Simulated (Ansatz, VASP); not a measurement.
## One calculation of TiO2, two programs

INCAR

```
SYSTEM = TiO2
PREC = Accurate
ENCUT = 520
EDIFF = 1E-6
ISMEAR = -1
SIGMA = 0.08
LREAL = .FALSE.
LASPH = .TRUE.
NELM = 80
ALGO = Normal
ISIF = 2
LWAVE = .FALSE.
LCHARG = .FALSE.
GGA = PE
NBANDS = 33
KPAR = 4
```

The input KPOINTS:

```
regular mesh
0
G
  13 13 13
  0 0 0
```

Contents of POSCAR:

```
TiO2
1.0
   -1.7927575000      1.9354675000      4.7570000000
    1.9354675000     -1.7927575000      4.7570000000
    1.8495325000      1.8495325000     -4.7002250000
Ti O
2 4
Direct
    0.0000000000      0.0000000000      0.0000000000
    0.7500000000      0.2500000000      0.5000000000
    0.2066000000      0.2066000000      0.0000000000
    0.9566000000      0.4566000000      0.5000000000
    0.5434000000      0.0434000000      0.5000000000
    0.7934000000      0.7934000000      0.0000000000
```

Input for Ansatz:

```yaml
crystal:
  lattice:
    - [-1.7927575, 1.9354675, 4.757]
    - [1.9354675, -1.7927575, 4.757]
    - [1.8495325, 1.8495325, -4.700225]
  atoms:
    - { symbol: Ti, position: [0.0, 0.0, 0.0] }
    - { symbol: Ti, position: [0.75, 0.25, 0.5] }
    - { symbol: O, position: [0.2066, 0.2066, 0.0] }
    - { symbol: O, position: [0.9566, 0.4566, 0.5] }
    - { symbol: O, position: [0.5434, 0.0434, 0.5] }
    - { symbol: O, position: [0.7934, 0.7934, 0.0] }
kpoints:
  mp_grid: { grid: [13, 13, 13] }
  band_path:
    path:
      - [0.0, 0.0, 0.0]
      - [0.5, 0.5, -0.5]
      - [0.908873356, 0.091126644, -0.5]
      - [0.091126644, -0.091126644, -0.5]
      - [0.0, 0.0, -0.5]
      - [0.0, 0.0, 0.0]
      - [0.5, -0.5, 0.0]
      - [0.5, 0.0, -0.5]
      - [0.0, 0.0, 0.0]
    npoints: 5
scf:
  occupations: { method: fermi_dirac, width: 0.08 }
hamiltonian:
  xc: pbe
  pseudopotentials: { kind: all_electron, lapw: { basis_error: 0.001 } }
output:
  forces: true
  stress: true
  eigenvalues: true
```

Change from the starting cell: equal xy, yz and zx shear strains of +3 %.

Alike in both runs: task single point; functional PBE; k mesh 13 × 13 × 13; occupations fermi-dirac, width 0.08 eV; no spin polarisation.

|  | VASP | Ansatz |
| --- | --- | --- |
| version | VASP 6.6.1 | Ansatz 0.2.0 |
| potentials or method | VASP PAW PBE potentials, release 64 (Ti_sv, O), cutoff 520 eV | all-electron LAPW, scalar-relativistic |

|  | VASP | Ansatz | Ansatz less VASP |
| --- | --- | --- | --- |
| pressure (GPa) | 6.8 | 6.1 | -0.72 |
| traceless stress, the component that is largest in VASP (GPa) | -2.99 | -3.00 | -0.012 |
| rms of the force components (eV/Å) | 0.214 | 0.208 | -0.0064 |

Atom by atom the forces differ by 0.012 eV/Å (rms over components). Ansatz ran all-electron here, and VASP with PAW potentials.
